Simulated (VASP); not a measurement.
# W in VASP: single point with PBEsol

Aim: the single point of W with PBEsol.

All numbers are computed with VASP 6.6.1; they aren't measurements. Logs are shortened: lines on timing, memory, paths and dates and some standing lists are left out, and cuts for length are marked.

### Step 1. The cell of the first run

The cell holds a slab with vacuum, 2 atoms: a = 3.248 Å, b = 3.248 Å, c = 22.773 Å, α = 90.00°, β = 90.00°, γ = 120.00°.

### Step 2. Single point, PBEsol

INCAR reads:

```
  PREC = Accurate
  ENCUT = 500
  EDIFF = 1E-6
  ISMEAR = -1
  SIGMA = 0.1
  LREAL = False
  LASPH = True
  NELM = 120
  ALGO = Normal
  ISIF = 2
  LWAVE = False
  LCHARG = False
  GGA = PS
  NBANDS = 21
  GGA_COMPAT = False
```

KPOINTS reads:

```
regular mesh
0
Gamma
  8 8 1
```

POSCAR reads:

```
W
1.0
    3.2478310000      0.0000000000      0.0000000000
   -1.6239150000      2.8127040000      0.0000000000
    0.0000000000      0.0000000000     22.7733830000
W
2
Direct
    0.0000000000      0.0000000000      0.1505470000
    0.3333333333      0.6666666667      0.4513230000
```

Potentials or basis: VASP PAW PBE potentials, release 64 (W_sv).

Run with:

```console
cat potpaw_PBE.64/W_sv/POTCAR > POTCAR
mpirun -np 1 vasp_std > vasp.out
```

OUTCAR:

```text
PREC = Accurate
   ENCUT = 500
   EDIFF = 1E-6
   ISMEAR = -1
   LREAL = False
   LASPH = True
   NELM = 120
   ISIF = 2
   GGA = PS

 ion  position               nearest neighbor table
   1  0.000  0.000  0.151-
   2  0.333  0.667  0.451-

  LATTYP: Found a hexagonal cell.
 ALAT       =     3.2478310000
 C/A-ratio  =     7.0118743863

  Lattice vectors:

 A1 = (   3.2478310000,   0.0000000000,   0.0000000000)
 A2 = (  -1.6239150000,   2.8127040000,   0.0000000000)
 A3 = (   0.0000000000,   0.0000000000,  22.7733830000)

Analysis of symmetry for initial positions (statically):
=====================================================================
 Subroutine PRICEL returns:
 Original cell was already a primitive cell.

 Routine SETGRP: Setting up the symmetry group for a
 hexagonal supercell.

 Subroutine GETGRP returns: Found 12 space group operations
 (whereof  6 operations were pure point group operations)
 out of a pool of 24 trial point group operations.

The static configuration has the point symmetry C_3v.
 The point group associated with its full space group is D_3d.

Analysis of symmetry for dynamics (positions and initial velocities):
=====================================================================
 Subroutine PRICEL returns:
 Original cell was already a primitive cell.

 Routine SETGRP: Setting up the symmetry group for a
 hexagonal supercell.

 Subroutine GETGRP returns: Found 12 space group operations
 (whereof  6 operations were pure point group operations)
 out of a pool of 24 trial point group operations.

The dynamic configuration has the point symmetry C_3v.
 The point group associated with its full space group is D_3d.

 Subroutine INISYM returns: Found 12 space group operations
 (whereof  6 operations are pure point group operations),
 and found     1 'primitive' translations

----------------------------------------------------------------------------------------

                                     Primitive cell

  volume of cell :     208.0391

  direct lattice vectors                    reciprocal lattice vectors
     3.247831000  0.000000000  0.000000000     0.307897794  0.177764829  0.000000000
    -1.623915000  2.812704000  0.000000000     0.000000000  0.355529768  0.000000000
     0.000000000  0.000000000 22.773383000     0.000000000  0.000000000  0.043910911

  length of vectors
     3.247831000  3.247830617 22.773383000     0.355529726  0.355529768  0.043910911

  position of ions in fractional coordinates (direct lattice)
     0.000000000  0.000000000  0.150547000
     0.333333333  0.666666667  0.451323000

  ion indices of the primitive-cell ions
   primitive index   ion index
                 1           1
                 2           2

----------------------------------------------------------------------------------------

 KPOINTS: regular mesh

Automatic generation of k-mesh.
 Grid dimensions read from file:
 generate k-points for:    8    8    1

 Generating k-lattice:

  Cartesian coordinates                     Fractional coordinates (reciprocal lattice)
     0.038487224  0.022220604  0.000000000     0.125000000  0.000000000  0.000000000
     0.000000000  0.044441221  0.000000000     0.000000000  0.125000000  0.000000000
     0.000000000  0.000000000  0.043910911     0.000000000  0.000000000  1.000000000

  Length of vectors
     0.044441216  0.044441221  0.043910911

  Shift w.r.t. Gamma in fractional coordinates (k-lattice)
     0.000000000  0.000000000  0.000000000

 Subroutine IBZKPT returns following result:
 ===========================================

 Found     10 irreducible k-points:

 Following reciprocal coordinates:
            Coordinates               Weight
  0.000000  0.000000  0.000000      1.000000
  0.125000 -0.000000  0.000000      6.000000
  0.250000 -0.000000  0.000000      6.000000
  0.375000  0.000000  0.000000      6.000000
  0.500000 -0.000000  0.000000      3.000000
  0.125000  0.125000  0.000000      6.000000
  0.250000  0.125000  0.000000     12.000000
  0.375000  0.125000  0.000000     12.000000
  0.250000  0.250000  0.000000      6.000000
  0.375000  0.250000  0.000000      6.000000
   k-points           NKPTS =     10   k-points in BZ     NKDIM =     10   number of bands    NBANDS=     21
   number of dos      NEDOS =    301   number of ions     NIONS =      2
   total plane-waves  NPLWV =  96768
   dimension x,y,z NGX =    24 NGY =   24 NGZ =  168
   dimension x,y,z NGXF=    48 NGYF=   48 NGZF=  336
   ions per type =               2
   NGX,Y,Z   is equivalent  to a cutoff of  12.28, 12.28, 12.26 a.u.
   NGXF,Y,Z  is equivalent  to a cutoff of  24.57, 24.57, 24.53 a.u.
 SYSTEM =  unknown system
   PREC   = accura    normal or accurate (medium, high low for compatibility)
   ISTART =      0    job   : 0-new  1-cont  2-samecut
   ICHARG =      2    charge: 1-file 2-atom 10-const
   ISPIN  =      1    spin polarized calculation?
   LNONCOLLINEAR =      F non collinear calculations
   LSORBIT =      F    spin-orbit coupling
   LASPH  =      T    aspherical Exc in radial PAW
   ENCUT  =  500.0 eV  36.75 Ry    6.06 a.u.   5.92  5.92 41.52*2*pi/ulx,y,z
   NELM   =    120;   NELMIN=  2; NELMDL= -5     # of ELM steps
   EDIFF  = 0.1E-05   stopping-criterion for ELM
   LREAL  =      F    real-space projection
   EDIFFG = 0.1E-04   stopping-criterion for IOM
   NSW    =      0    number of steps for IOM
   IBRION =     -1    ionic relax: 0-MD 1-quasi-New 2-CG
   NFREE  =      0    steps in history (QN), initial steepest desc. (CG)
   ISIF   =      2    stress and relaxation
   ISYM   =      2    0-nonsym 1-usesym 2-fastsym
   POTIM  = 0.5000    time-step for ionic-motion
   TEBEG  =    0.0;   TEEND  =   0.0 temperature during run
   PSTRESS=    0.0 pullay stress
   NELECT =      28.0000    total number of electrons
   NUPDOWN=      -1.0000    fix difference up-down
   EMIN   =  10.00;   EMAX   =-10.00  energy-range for DOS
   EFERMI =   0.00;   METHOD = LEGACY
   ISMEAR =    -1;   SIGMA  =   0.10  broadening in eV -4-tet -1-fermi 0-gaus
   EFERMI_NEDOS =   21; number of points for ismear=-14 and -15
   IALGO  =     38    algorithm
   IMIX   =      4    mixing-type and parameters
     AMIX     =   0.40;   BMIX     =  1.00
     AMIX_MAG =   1.60;   BMIX_MAG =  1.00
  volume/ion in A,a.u.               =     104.02       701.96
  Fermi-wavevector in a.u.,A,eV,Ry     =   0.838969  1.585421  9.576716  0.703869
  Thomas-Fermi vector in A             =   1.953111
   LORBIT       =      0    0 simple, 1 ext, 2 COOP (PROOUT), +10 PAW based schemes
   GGA     = PS    functional components
   LHFCALC =     F    Hartree Fock is set to
   AEXX    =    0.0000 exact exchange contribution
   IVDW    =     0    specifies the selected vdW correction
   LEPSILON=     F    determine dielectric tensor
   LRPA    =     F    only Hartree local field effects (RPA)
 non-spin polarized calculation
  energy-cutoff  :      500.00
  volume of cell :      208.04
 maximum number of plane-waves:      5312
 NGX is ok and might be reduce to    24
   NGX = 11   NGY = 11   NGZ = 83

 number of electron      28.0000006 magnetization

 Free energy of the ion-electron system (eV)
  ---------------------------------------------------
  ext. energy  EPLUGINS =         0.00000000
  ---------------------------------------------------
  free energy    TOTEN  =       -15.95944138 eV

  energy without entropy =      -15.72380481  energy(sigma->0) =      -15.84162310

 E-fermi :  -2.4668     XC(G=0):  -4.0206

 val. band max:       -2.5685621135   @ k =   0.3750   0.0000   0.0000
 cond. band min:      -2.4381692327   @ k =   0.3750   0.2500   0.0000
 fundamental gap:      0.1303928807
 Fermi energy:        -2.4668323591

 k-point     1 :       0.0000    0.0000    0.0000
  band No.  band energies     occupation
      1     -76.9485      2.00000
      2     -76.9485      2.00000
      3     -41.2297      2.00000
      4     -41.2297      2.00000
      5     -40.7791      2.00000
      6     -40.7791      2.00000
[... 13 lines left out ...]
     20      -0.9145      0.00000
     21      -0.9145      0.00000

 k-point     2 :       0.1250   -0.0000    0.0000
  band No.  band energies     occupation
      1     -76.9469      2.00000
      2     -76.9469      2.00000
      3     -41.2260      2.00000
      4     -41.2260      2.00000
      5     -40.8105      2.00000
      6     -40.8105      2.00000
[... 13 lines left out ...]
     20      -0.9965      0.00000
     21      -0.1849      0.00000

 k-point     3 :       0.2500   -0.0000    0.0000
  band No.  band energies     occupation
      1     -76.9432      2.00000
      2     -76.9431      2.00000
      3     -41.2170      2.00000
      4     -41.2170      2.00000
      5     -40.8859      2.00000
      6     -40.8859      2.00000
[... 13 lines left out ...]
     20      -1.1868      0.00001
     21       0.9120      0.00000

 k-point     4 :       0.3750    0.0000    0.0000
  band No.  band energies     occupation
      1     -76.9394      2.00000
      2     -76.9394      2.00000
      3     -41.2080      2.00000
      4     -41.2080      2.00000
      5     -40.9603      2.00000
      6     -40.9603      2.00000
[... 13 lines left out ...]
     20      -0.1260      0.00000
     21       2.2120      0.00000

 k-point     5 :       0.5000   -0.0000    0.0000
  band No.  band energies     occupation
      1     -76.9379      2.00000
      2     -76.9379      2.00000
      3     -41.2043      2.00000
      4     -41.2043      2.00000
      5     -40.9908      2.00000
      6     -40.9908      2.00000
[... 13 lines left out ...]
     20       0.4568      0.00000
     21       2.5126      0.00000

 k-point     6 :       0.1250    0.1250    0.0000
  band No.  band energies     occupation
      1     -76.9443      2.00000
      2     -76.9443      2.00000
      3     -41.2197      2.00000
      4     -41.2197      2.00000
      5     -40.8605      2.00000
      6     -40.8605      2.00000
[... 13 lines left out ...]
     20      -1.1959      0.00001
     21       0.6278      0.00000

 k-point     7 :       0.2500    0.1250    0.0000
  band No.  band energies     occupation
      1     -76.9405      2.00000
      2     -76.9405      2.00000
      3     -41.2107      2.00000
      4     -41.2107      2.00000
      5     -40.9277      2.00000
      6     -40.9277      2.00000
[... 13 lines left out ...]
     20      -0.2456      0.00000
     21       1.8423      0.00000

 k-point     8 :       0.3750    0.1250    0.0000
  band No.  band energies     occupation
      1     -76.9379      2.00000
      2     -76.9379      2.00000
      3     -41.2043      2.00000
      4     -41.2043      2.00000
      5     -40.9744      2.00000
      6     -40.9744      2.00000
[... 13 lines left out ...]
     20       1.0305      0.00000
     21       3.0660      0.00000

 k-point     9 :       0.2500    0.2500    0.0000
  band No.  band energies     occupation
      1     -76.9379      2.00000
      2     -76.9379      2.00000
      3     -41.2043      2.00000
      4     -41.2043      2.00000
      5     -40.9515      2.00000
      6     -40.9515      2.00000
[... 13 lines left out ...]
     20       1.2314      0.00000
     21       3.2418      0.00000

 k-point    10 :       0.3750    0.2500    0.0000
  band No.  band energies     occupation
      1     -76.9368      2.00000
      2     -76.9368      2.00000
      3     -41.2017      2.00000
      4     -41.2017      2.00000
      5     -40.9535      2.00000
      6     -40.9535      2.00000
[... 13 lines left out ...]
     20       1.7630      0.00000
     21       2.9847      0.00000

------------------------ aborting loop because EDIFF is reached ----------------------------------------

  FORCE on cell =-STRESS in cart. coord.  units (eV):
  Direction    XX          YY          ZZ          XY          YZ          ZX
  --------------------------------------------------------------------------------------
  -------------------------------------------------------------------------------------
  Total      -19.5975877    -19.5975856     -0.0548729     -0.0000035      0.0000000      0.0000000
  in kB     -150.9274365   -150.9274201     -0.4225943     -0.0000268      0.0000000      0.0000000
  external PRESSURE =    -100.7591503 kB  Pullay stress =       0.0000000 kB

 VOLUME and BASIS-vectors are now :
 -----------------------------------------------------------------------------
  energy-cutoff  :      500.00
  volume of cell :      208.04
      direct lattice vectors                 reciprocal lattice vectors
     3.247831000  0.000000000  0.000000000     0.307897794  0.177764829  0.000000000
    -1.623915000  2.812704000  0.000000000     0.000000000  0.355529768  0.000000000
     0.000000000  0.000000000 22.773383000     0.000000000  0.000000000  0.043910911

 POSITION                                       TOTAL-FORCE (eV/Angst)
 -----------------------------------------------------------------------------------
      0.00000      0.00000      3.42846         0.000000      0.000000      0.004862
      0.00000      1.87514     10.27815        -0.000000      0.000000     -0.004862
 -----------------------------------------------------------------------------------
    total drift:                                0.000000     -0.000000      0.000057

  FREE ENERGIE OF THE ION-ELECTRON SYSTEM (eV)
  ---------------------------------------------------
  free  energy   TOTEN  =       -15.9594413775 eV

  energy  without entropy=      -15.7238048147  energy(sigma->0) =      -15.84162310
```

Wall time 89 s (1 thread of Intel Xeon 8259CL, shared host); peak memory 0.29 GiB.

Results:

| Quantity | Value |
| --- | --- |
| Free energy | -15.9594 eV |
| Largest force | 0.005 eV/Å |
| Band gap on the k mesh | zero (bands 14 and 15 overlap by 0.54 eV) |

Forces on the atoms (eV/Å):
```
W    0.000  0.000  0.005
W    0.000  0.000 -0.005
```

Caveat: there is no dipole correction, which matters where the two faces differ; the PAW data sets were made with another functional, which shifts forces and pressure a little; spin-orbit coupling is left out, which moves the levels of the heavy elements.

The gap in the log of VASP goes by the Fermi energy; the results here count the filled bands.